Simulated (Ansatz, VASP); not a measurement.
**Two plane-wave programs on SbSe2**

```
Sb Se
1.0
     3.86743    0.00000    0.00000
    -1.93371    3.34929    0.00000
     0.00000    0.00000   11.50906
Sb Se
2 4
Cartesian
  1.9337 1.1164 8.6318
  0.0000 2.2329 2.8773
  0.0000 2.2329 10.4030
  1.9337 1.1164 4.6485
  0.0000 2.2329 6.8606
  1.9337 1.1164 1.1060
```

Alike in both runs: task relaxation of cell and atoms; functional PBEsol; k mesh 12 × 12 × 4; occupations gaussian, width 0.1 eV; no spin polarisation.

|  | VASP | Ansatz |
| --- | --- | --- |
| version | VASP 6.6.1 | Ansatz 0.2.0 |
| potentials or method | VASP PAW PBE potentials, release 64 (Sb, Se), cutoff 600 eV | scalar-relativistic, plane waves, PAW |
| valence electrons in the cell | 34 | 94 |

```tsv
	VASP	Ansatz	Ansatz less VASP
gap on the k mesh at the Fermi level, each at its own relaxed structure (eV)	none	none	-
relaxed volume (Å³/atom)	24.68	24.68	-0.004
relaxed cell length with the largest relative difference (Å)	3.825	3.824	-0.0004
```

VASP's potentials were made for PBE, not for PBEsol. A gap of «none» marks a metal or a gap that the smearing closes. VASP's potentials hold 34 valence electrons a cell and Ansatz's 94, so a difference there can come from the potentials and not from the codes.

Spin-orbit coupling is off throughout.
